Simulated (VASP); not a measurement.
Sr4Hf3ZrO12: single point with HSE06

The system is Sr4Hf3ZrO12.

```
Sr Zr Hf O
1.0
     8.14772    0.00000    0.00000
     0.00000    8.14772    0.00000
     0.00000    0.00000    8.14772
Sr Zr Hf O
8 2 6 24
Direct
  0.99996 0.98808 0.98270
  0.99994 0.98234 0.49016
  0.99993 0.48289 0.98758
  0.99991 0.48953 0.48280
  0.49967 0.01094 0.01776
  0.49967 0.01757 0.51298
  0.49966 0.51813 0.01040
  0.49964 0.51240 0.51785
  0.24979 0.25024 0.25028
  0.74980 0.25024 0.25027
  0.24980 0.25024 0.75028
  0.24979 0.75024 0.25028
  0.24980 0.75024 0.75027
  0.74980 0.25024 0.75028
  0.74980 0.75024 0.25027
  0.74979 0.75024 0.75027
  0.20832 0.21700 0.99928
  0.29128 0.28348 0.50127
  0.28763 0.78350 0.00037
  0.21194 0.71698 0.50018
  0.79089 0.21484 0.99930
  0.70872 0.28565 0.50126
  0.71231 0.78568 0.00032
  0.78728 0.71481 0.50022
  0.99977 0.22097 0.29901
  0.99978 0.29441 0.72016
  0.99976 0.79720 0.22383
  0.99977 0.72306 0.79415
  0.49983 0.27951 0.20154
  0.49982 0.20606 0.78039
  0.49983 0.70327 0.27671
  0.49982 0.77742 0.70638
  0.29095 0.99953 0.28346
  0.21212 0.00003 0.71682
  0.20864 0.50095 0.21710
  0.28747 0.50045 0.78372
  0.70903 0.99949 0.28560
  0.78706 0.00007 0.71461
  0.79057 0.50100 0.21495
  0.71254 0.50041 0.78594
```

```json
{
  "Program": "VASP 6.6.1",
  "Task": "single point",
  "Functional": "HSE06",
  "Potentials or basis": "VASP PAW PBE potentials, release 64 (Sr_sv, Zr_sv, Hf_pv, O)",
  "Cutoff": "520 eV",
  "k mesh": "1 × 1 × 1",
  "Occupations": "fermi-dirac, width 0.05 eV",
  "Spin": "no spin polarisation"
}
```

```json
{
 "Pressure": "1.3 GPa",
 "Largest force": "0.164 eV/Å",
 "Band gap on the k mesh": "5.52 eV"
}
```

Forces in eV/Å, atoms in the order of the input:
```
Sr  -0.004  0.006 -0.021
Sr  -0.005 -0.024  0.025
Sr  -0.004  0.001  0.002
Sr  -0.004  0.028  0.002
Sr   0.005 -0.027 -0.001
Sr   0.003  0.001 -0.002
Sr   0.004  0.024 -0.025
Sr   0.003 -0.006  0.021
Zr  -0.001  0.002  0.003
Zr  -0.003  0.001  0.002
Hf   0.002 -0.001 -0.002
Hf   0.001 -0.001 -0.002
Hf   0.001 -0.002 -0.001
Hf   0.000 -0.001 -0.002
Hf   0.001 -0.001 -0.002
Hf   0.002 -0.002 -0.001
O   -0.016 -0.030 -0.111
O    0.016  0.030  0.110
O    0.003  0.017 -0.027
O   -0.003 -0.016  0.027
O    0.013 -0.006 -0.114
O   -0.015  0.006  0.112
O    0.002 -0.010 -0.021
O   -0.002  0.008  0.020
O    0.003 -0.056  0.034
O    0.003  0.002 -0.031
O    0.003  0.006 -0.032
O    0.003 -0.033  0.004
O   -0.002  0.056 -0.034
O   -0.001 -0.002  0.030
O   -0.005 -0.003  0.036
O   -0.002  0.034 -0.001
O    0.014 -0.161  0.028
O   -0.002  0.022 -0.013
O   -0.015  0.161 -0.028
O    0.002 -0.022  0.016
O   -0.014 -0.155  0.004
O   -0.001  0.015  0.012
O    0.012  0.153 -0.004
O    0.001 -0.015 -0.012
```

Stress tensor (GPa, compression positive):
```
 0.84 -0.02 -0.02
-0.02  1.59  0.55
-0.02  0.55  1.57
```

Levels at points of the mesh, in eV from the valence-band top:
```csv
k point,band 150,band 151,band 152,band 153,band 154,band 155,band 156,band 157,band 158,band 159
"(0.00, 0.00, 0.00)",-0.12,-0.10,-0.05,-0.01,0.00,5.52,5.63,5.67,5.97,6.03
```

Wall time 17 min on 1 thread of Intel Xeon 8259CL, on a shared host, peak memory 0.86 GiB.

Caveat: the k points lie up to 0.77 Å⁻¹ apart; the PAW data sets were made with another functional, which shifts forces and pressure a little; spin-orbit coupling is left out, which moves the levels of the heavy elements; an odd mesh through Γ misses points on the zone boundary, where band edges can lie.
